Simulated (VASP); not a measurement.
Here is a VASP 6.6.1 calculation.

POSCAR

```
GeSb2Te4
1.0
    7.3622972657      0.0000000000     -0.0130119494
    0.0000000000      4.2717346882      0.0000000000
   -2.3395914526      0.0000000000      6.9244601811
Ge Sb Te
1 2 4
Direct
    0.5000000000      0.0000000000      0.5000000000
    0.0000000000      0.0000000000      0.0000000000
    0.5000000000      0.5000000000      0.0000000000
    0.7488885186      0.5000000000      0.7330022640
    0.2473112041      0.0000000000      0.7379657113
    0.2511114814      0.5000000000      0.2669977360
    0.7526887959      0.0000000000      0.2620342887
```

The input INCAR.step1:

```
  PREC = Accurate
  ENCUT = 520
  ISMEAR = -1
  SIGMA = 0.03
  LREAL = F
  LASPH = T
  NELM = 100
  NBANDS = 33
  GGA = PE
  ALGO = Normal
  EDIFF = 1E-4
  LWAVE = T
  LCHARG = F
```

INCAR.step2

```
  PREC = Accurate
  ENCUT = 520
  EDIFF = 1E-7
  ISMEAR = -1
  SIGMA = 0.03
  LREAL = F
  LASPH = T
  NELM = 100
  ALGO = Normal
  ISIF = 2
  LWAVE = F
  LCHARG = T
  METAGGA = R2SCAN
  LMIXTAU = T
  LUSE_VDW = T
  IVDW_NL = 2
  BPARAM = 11.95
  CPARAM = 0.0093
  LELF = T
  LVHAR = T
  NBANDS = 33
  ISTART = 1
```

KPOINTS

```
Automatic mesh
0
Gamma
  4 6 4
```

Potentials or basis: VASP PAW PBE potentials, release 64 (Ge_d, Sb, Te).

Run with:

```bash
$ cat potpaw_PBE.64/Ge_d/POTCAR potpaw_PBE.64/Sb/POTCAR potpaw_PBE.64/Te/POTCAR > POTCAR
$ cp INCAR.step1 INCAR
$ mpirun -np 1 vasp_std > vasp.out
$ cp INCAR.step2 INCAR
$ mpirun -np 1 vasp_std > vasp.out
```

(1) What does it give for the largest force?

(2) Estimate the band gap on the k mesh.

(3) What does it give for the pressure?

Answers

(1) 0.017 eV/Å.

(2) zero (bands 24 and 25 overlap by 0.04 eV).

(3) 0.2 GPa.

Caveat: the PAW data sets were made with another functional, which shifts forces and pressure a little; spin-orbit coupling is left out, which moves the levels of the heavy elements.
